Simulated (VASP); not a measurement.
# BP (ae) (F-43m) in VASP: further runs, part 2 of 2

VASP 6.6.1.

## (3) Single point, PBE (volume scaled by 0.91)

File INCAR:

```
SYSTEM = BP
PREC     = Accurate       ! precision mode
ENCUT    = 500            ! plane-wave cutoff, eV
EDIFF    = 1E-6           ! SCF threshold, eV
ISMEAR   = 0              ! smearing method
SIGMA    = 0.02           ! smearing width, eV
LREAL    = .FALSE.        ! projectors in reciprocal space
LASPH    = .TRUE.         ! aspherical terms in the spheres
NELM     = 120            ! most SCF steps
ALGO     = Normal         ! electronic algorithm
ISIF     = 2              ! what is computed and relaxed
LWAVE    = .FALSE.        ! write WAVECAR
LCHARG   = .FALSE.        ! write CHGCAR
GGA      = PE             ! functional
NBANDS   = 11             ! bands
GGA_COMPAT= .FALSE.
```

File KPOINTS:

```
regular mesh
0
G
  10 10 10
  0 0 0
```

File POSCAR:

```
BP
1.0
    0.0000000000      2.2036961462      2.2036961462
    2.2036961462      0.0000000000      2.2036961462
    2.2036961462      2.2036961462      0.0000000000
B P
1 1
Direct
    0.0000000000      0.0000000000      0.0000000000
    0.2500000000      0.2500000000      0.2500000000
```

Potentials or basis: VASP PAW PBE potentials, release 64 (B, P).

The run is started by

```console
cat potpaw_PBE.64/B/POTCAR potpaw_PBE.64/P/POTCAR > POTCAR
mpirun -np 1 vasp_std > vasp.out
```

OUTCAR:

```text
SYSTEM = BP
   PREC = Accurate
   ENCUT = 500
   EDIFF = 1E-6
   ISMEAR = 0
   LREAL = .FALSE.
   LASPH = .TRUE.
   NELM = 120
   ISIF = 2
   GGA = PE

 ion  position               nearest neighbor table
   1  0.000  0.000  0.000-   2 1.91   2 1.91   2 1.91   2 1.91
   2  0.250  0.250  0.250-   1 1.91   1 1.91   1 1.91   1 1.91

  LATTYP: Found a face centered cubic cell.
 ALAT       =     4.4073922924

  Lattice vectors:

 A1 = (   0.0000000000,   2.2036961462,   2.2036961462)
 A2 = (   2.2036961462,   0.0000000000,   2.2036961462)
 A3 = (   2.2036961462,   2.2036961462,   0.0000000000)

Analysis of symmetry for initial positions (statically):
=====================================================================
 Subroutine PRICEL returns:
 Original cell was already a primitive cell.

 Routine SETGRP: Setting up the symmetry group for a
 face centered cubic supercell.

 Subroutine GETGRP returns: Found 24 space group operations
 (whereof 24 operations were pure point group operations)
 out of a pool of 48 trial point group operations.

The static configuration has the point symmetry T_d .

Analysis of symmetry for dynamics (positions and initial velocities):
=====================================================================
 Subroutine PRICEL returns:
 Original cell was already a primitive cell.

 Routine SETGRP: Setting up the symmetry group for a
 face centered cubic supercell.

 Subroutine GETGRP returns: Found 24 space group operations
 (whereof 24 operations were pure point group operations)
 out of a pool of 48 trial point group operations.

The dynamic configuration has the point symmetry T_d .

 Subroutine INISYM returns: Found 24 space group operations
 (whereof 24 operations are pure point group operations),
 and found     1 'primitive' translations

----------------------------------------------------------------------------------------

                                     Primitive cell

  volume of cell :      21.4035

  direct lattice vectors                    reciprocal lattice vectors
     0.000000000  2.203696146  2.203696146    -0.226891534  0.226891534  0.226891534
     2.203696146  0.000000000  2.203696146     0.226891534 -0.226891534  0.226891534
     2.203696146  2.203696146  0.000000000     0.226891534  0.226891534 -0.226891534

  length of vectors
     3.116496977  3.116496977  3.116496977     0.392987665  0.392987665  0.392987665

  position of ions in fractional coordinates (direct lattice)
     0.000000000  0.000000000  0.000000000
     0.250000000  0.250000000  0.250000000

  ion indices of the primitive-cell ions
   primitive index   ion index
                 1           1
                 2           2

----------------------------------------------------------------------------------------

 KPOINTS: regular mesh

Automatic generation of k-mesh.
 Grid dimensions read from file:
 generate k-points for:   10   10   10

 Generating k-lattice:

  Cartesian coordinates                     Fractional coordinates (reciprocal lattice)
    -0.022689153  0.022689153  0.022689153     0.100000000  0.000000000  0.000000000
     0.022689153 -0.022689153  0.022689153     0.000000000  0.100000000  0.000000000
     0.022689153  0.022689153 -0.022689153     0.000000000  0.000000000  0.100000000

  Length of vectors
     0.039298767  0.039298767  0.039298767

  Shift w.r.t. Gamma in fractional coordinates (k-lattice)
     0.000000000  0.000000000  0.000000000

 Subroutine IBZKPT returns following result:
 ===========================================

 Found     47 irreducible k-points:

 Following reciprocal coordinates:
            Coordinates               Weight
  0.000000  0.000000  0.000000      1.000000
  0.100000  0.000000  0.000000      8.000000
  0.200000  0.000000  0.000000      8.000000
  0.300000  0.000000  0.000000      8.000000
  0.400000  0.000000  0.000000      8.000000
  0.500000  0.000000  0.000000      4.000000
[... 16 lines left out ...]
  0.300000  0.300000  0.000000      6.000000
  0.400000  0.300000  0.000000     24.000000
 [... further k-points ...]
   k-points           NKPTS =     47   k-points in BZ     NKDIM =     47   number of bands    NBANDS=     11
   number of dos      NEDOS =    301   number of ions     NIONS =      2
   total plane-waves  NPLWV =  13824
   dimension x,y,z NGX =    24 NGY =   24 NGZ =   24
   dimension x,y,z NGXF=    48 NGYF=   48 NGZF=   48
   ions per type =               1   1
   NGX,Y,Z   is equivalent  to a cutoff of  12.80, 12.80, 12.80 a.u.
   NGXF,Y,Z  is equivalent  to a cutoff of  25.61, 25.61, 25.61 a.u.
 SYSTEM =  BP
   PREC   = accura    normal or accurate (medium, high low for compatibility)
   ISTART =      0    job   : 0-new  1-cont  2-samecut
   ICHARG =      2    charge: 1-file 2-atom 10-const
   ISPIN  =      1    spin polarized calculation?
   LNONCOLLINEAR =      F non collinear calculations
   LSORBIT =      F    spin-orbit coupling
   LASPH  =      T    aspherical Exc in radial PAW
   ENCUT  =  500.0 eV  36.75 Ry    6.06 a.u.   5.68  5.68  5.68*2*pi/ulx,y,z
   NELM   =    120;   NELMIN=  2; NELMDL= -5     # of ELM steps
   EDIFF  = 0.1E-05   stopping-criterion for ELM
   LREAL  =      F    real-space projection
   EDIFFG = 0.1E-04   stopping-criterion for IOM
   NSW    =      0    number of steps for IOM
   IBRION =     -1    ionic relax: 0-MD 1-quasi-New 2-CG
   NFREE  =      0    steps in history (QN), initial steepest desc. (CG)
   ISIF   =      2    stress and relaxation
   ISYM   =      2    0-nonsym 1-usesym 2-fastsym
   POTIM  = 0.5000    time-step for ionic-motion
   TEBEG  =    0.0;   TEEND  =   0.0 temperature during run
   PSTRESS=    0.0 pullay stress
   NELECT =       8.0000    total number of electrons
   NUPDOWN=      -1.0000    fix difference up-down
   EMIN   =  10.00;   EMAX   =-10.00  energy-range for DOS
   EFERMI =   0.00;   METHOD = LEGACY
   ISMEAR =     0;   SIGMA  =   0.02  broadening in eV -4-tet -1-fermi 0-gaus
   EFERMI_NEDOS =   21; number of points for ismear=-14 and -15
   IALGO  =     38    algorithm
   IMIX   =      4    mixing-type and parameters
     AMIX     =   0.40;   BMIX     =  1.00
     AMIX_MAG =   1.60;   BMIX_MAG =  1.00
  volume/ion in A,a.u.               =      10.70        72.22
  Fermi-wavevector in a.u.,A,eV,Ry     =   1.179261  2.228479 18.921017  1.390656
  Thomas-Fermi vector in A             =   2.315575
   LORBIT       =      0    0 simple, 1 ext, 2 COOP (PROOUT), +10 PAW based schemes
   GGA     = PE    functional components
   LHFCALC =     F    Hartree Fock is set to
   AEXX    =    0.0000 exact exchange contribution
   IVDW    =     0    specifies the selected vdW correction
   LEPSILON=     F    determine dielectric tensor
   LRPA    =     F    only Hartree local field effects (RPA)
 non-spin polarized calculation
 Gauss-broadening in eV      SIGMA  =   0.02
  energy-cutoff  :      500.00
  volume of cell :       21.40
 maximum number of plane-waves:       552
   NGX = 11   NGY = 11   NGZ = 11

 number of electron       8.0000000 magnetization

 Free energy of the ion-electron system (eV)
  ---------------------------------------------------
  ext. energy  EPLUGINS =         0.00000000
  ---------------------------------------------------
  free energy    TOTEN  =       -12.82087398 eV

  energy without entropy =      -12.82087398  energy(sigma->0) =      -12.82087398

 E-fermi :   8.6465     XC(G=0): -11.2880

 val. band max:        8.4998823952   @ k =   0.0000   0.0000   0.0000
 cond. band min:       9.6162547478   @ k =   0.4000   0.4000   0.0000
 fundamental gap:      1.1163723526
 Fermi energy:         8.6464991841

 k-point     1 :       0.0000    0.0000    0.0000
  band No.  band energies     occupation
      1      -7.7627      2.00000
      2       8.4999      2.00000
      3       8.4999      2.00000
      4       8.4999      2.00000
      5      12.0466      0.00000
      6      12.0466      0.00000
      7      12.0466      0.00000
      8      17.2420      0.00000
      9      20.6427      0.00000
     10      20.8894      0.00000
     11      20.8894      0.00000
[... 309 lines left out ...]
 k-point    24 :       0.4000    0.3000    0.0000
  band No.  band energies     occupation
      1      -4.5885      2.00000
      2       2.1501      2.00000
      3       4.1211      2.00000
      4       4.7085      2.00000
      5      10.2413      0.00000
      6      12.0920      0.00000
      7      18.5549      0.00000
      8      18.6450      0.00000
      9      23.5569      0.00000
     10      24.2822      0.00000
     11      26.8845      0.00000

 [... further k-points ...]

------------------------ aborting loop because EDIFF is reached ----------------------------------------

  FORCE on cell =-STRESS in cart. coord.  units (eV):
  Direction    XX          YY          ZZ          XY          YZ          ZX
  --------------------------------------------------------------------------------------
  -------------------------------------------------------------------------------------
  Total        2.4005201      2.4005201      2.4005201      0.0000000      0.0000000     -0.0000000
  in kB      179.6928500    179.6928500    179.6928500      0.0000000      0.0000000     -0.0000000
  external PRESSURE =     179.6928500 kB  Pullay stress =       0.0000000 kB

 VOLUME and BASIS-vectors are now :
 -----------------------------------------------------------------------------
  energy-cutoff  :      500.00
  volume of cell :       21.40
      direct lattice vectors                 reciprocal lattice vectors
     0.000000000  2.203696146  2.203696146    -0.226891534  0.226891534  0.226891534
     2.203696146  0.000000000  2.203696146     0.226891534 -0.226891534  0.226891534
     2.203696146  2.203696146  0.000000000     0.226891534  0.226891534 -0.226891534

 POSITION                                       TOTAL-FORCE (eV/Angst)
 -----------------------------------------------------------------------------------
      0.00000      0.00000      0.00000        -0.000000     -0.000000     -0.000000
      1.10185      1.10185      1.10185         0.000000      0.000000      0.000000
 -----------------------------------------------------------------------------------
    total drift:                                0.000000      0.000000      0.000000

  FREE ENERGIE OF THE ION-ELECTRON SYSTEM (eV)
  ---------------------------------------------------
  free  energy   TOTEN  =       -12.8208739770 eV

  energy  without entropy=      -12.8208739770  energy(sigma->0) =      -12.82087398
```

Wall time 9.2 s (1 thread of AMD EPYC 9R45 (Zen 5), shared host); peak memory 0.1 GiB.

What came out:

- Free energy: -12.8209 eV
- Pressure: 18.0 GPa
- Band gap on the k mesh: 1.12 eV, indirect (least direct gap 3.55 eV)

Levels at points of the mesh, in eV from the valence-band top:
```
           k point  band 1  band 2  band 3  band 4  band 5  band 6  band 7  band 8  band 9
(0.00, 0.00, 0.00)  -16.26    0.00    0.00    0.00    3.55    3.55    3.55    8.74   12.14
(0.50, 0.00, 0.00)  -12.59   -9.68   -1.86   -1.86    4.32    4.77    4.77   10.43   15.21
(0.50, 0.50, 0.00)  -10.94   -9.04   -4.43   -4.43    1.15    1.58   12.96   12.96   16.34
```

Caveat: the cell differs from its parent crystal (volume scaled by 0.91).

## (4) Single point, PBE

This run uses another cell than the first one, of 11.76 Å³/atom, 1.064 times its volume.

File INCAR:

```
SYSTEM = BP
ALGO = Normal
EDIFF = 1E-6
ENCUT = 500
GGA = PE
GGA_COMPAT = .False.
ISIF = 2
ISMEAR = 0
LASPH = .True.
LCHARG = .True.
LELF = .True.
LREAL = .False.
LVHAR = .True.
LWAVE = .False.
NBANDS = 11
NELM = 120
PREC = Accurate
SIGMA = 0.02
```

File KPOINTS:

```
k-points
0
Gamma
  10 10 10
  0 0 0
```

File POSCAR:

```
BP
1.0
    0.0000000000      2.2740739401      2.2740739401
    2.2740739401      0.0000000000      2.2740739401
    2.2740739401      2.2740739401      0.0000000000
B P
1 1
Direct
    0.0000000000      0.0000000000      0.0000000000
    0.2500000000      0.2500000000      0.2500000000
```

The run is started by

```console
cat potpaw_PBE.64/B/POTCAR potpaw_PBE.64/P/POTCAR > POTCAR
mpirun -np 1 vasp_std > vasp.out
```

Run time: 11 s. Hardware: 1 thread of AMD EPYC 9R45 (Zen 5), shared host; peak memory 0.1 GiB.

The run converged. Its results:

| Property | Result |
| --- | --- |
| Free energy | -12.9306 eV |
| Pressure | -0.2 GPa |
| Band gap on the k mesh | 1.25 eV, indirect (least direct gap 3.39 eV) |

Levels at points of the mesh, in eV from the valence-band top:
```csv
k point,band 1,band 2,band 3,band 4,band 5,band 6,band 7,band 8
"(0.00, 0.00, 0.00)",-15.40,0.00,0.00,0.00,3.39,3.39,3.39,7.27
"(0.50, 0.00, 0.00)",-12.10,-8.99,-1.75,-1.75,3.74,4.71,4.71,10.10
"(0.50, 0.50, 0.00)",-10.58,-8.55,-4.09,-4.09,1.35,1.67,12.06,12.06
```

A k mesh can miss the band edges. PBE gaps usually lie below the measured ones, often by a third to a half.

## (5) The runs side by side

| cell | gap on the mesh (eV) | pressure (GPa) |
| --- | --- | --- |
| a = 3.150 Å, angles 60.0°, 2 atoms | 1.16 | 11.0 |
| a = 3.116 Å, angles 60.0°, 2 atoms | 1.12 | 18.0 |
| a = 3.216 Å, angles 60.0°, 2 atoms | 1.25 | -0.2 |

Alike in all rows: task single point; level PBE; potentials or basis VASP PAW PBE potentials, release 64 (B, P); no spin polarisation; k mesh 10 × 10 × 10; cutoff (eV) 500; smearing gaussian 0.02 eV.

Absolute energies hang on the potentials; compare differences alone.
